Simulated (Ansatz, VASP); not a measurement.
Be in VASP and in Ansatz

```
Be
1.0
    -4.98565    2.49283   -2.49283
    -2.49283   -2.49283   -4.98565
    -4.98565   -2.49283    2.49283
Be
23
Direct
  0.79519 0.66667 0.59067
  0.41667 0.66667 0.75000
  0.55943 0.66667 0.36389
  0.66634 0.66667 0.98257
  0.03815 0.66667 0.90933
  0.16699 0.66667 0.51743
  0.27390 0.66667 0.13611
  0.71290 0.32631 0.86778
  0.83220 0.32234 0.49475
  0.95599 0.36006 0.12917
  0.46079 0.32631 0.63222
  0.58776 0.32448 0.25000
  0.07529 0.34941 0.75000
  0.18395 0.36006 0.37083
  0.34545 0.32234 0.00525
  0.75804 0.98392 0.75000
  0.87735 0.97327 0.37083
  0.37254 0.00702 0.86778
  0.48788 0.01099 0.49475
  0.64938 0.97327 0.12917
  0.12044 0.00702 0.63222
  0.24557 0.00885 0.25000
  0.00113 0.01099 0.00525
```

Alike in both runs: task single point; functional PBEsol; k mesh 6 × 6 × 4; occupations gaussian, width 0.1 eV; no spin polarisation.

```csv
,VASP,Ansatz
version,VASP 6.6.1,Ansatz 0.2.0
potentials or method,"VASP PAW PBE potentials, release 64 (Be), cutoff 520 eV","scalar-relativistic, plane waves, PAW"
valence electrons in the cell,46,46
```

|  | VASP | Ansatz | Ansatz less VASP |
| --- | --- | --- | --- |
| gap on the k mesh at the Fermi level (eV) | none | none | - |
| pressure (GPa) | -2.1 | -2.4 | -0.34 |
| traceless stress, the component that is largest in VASP (GPa) | -1.25 | -1.26 | -0.003 |
| rms of the force components (eV/Å) | 0.004 | 0.005 | +0.0001 |

VASP's potentials were made for PBE, not for PBEsol. Atom by atom the forces differ by 0.001 eV/Å (rms over components). A gap of «none» marks a metal or a gap that the smearing closes. The functional is the same, so the differences come from potentials, cutoffs and numerics.
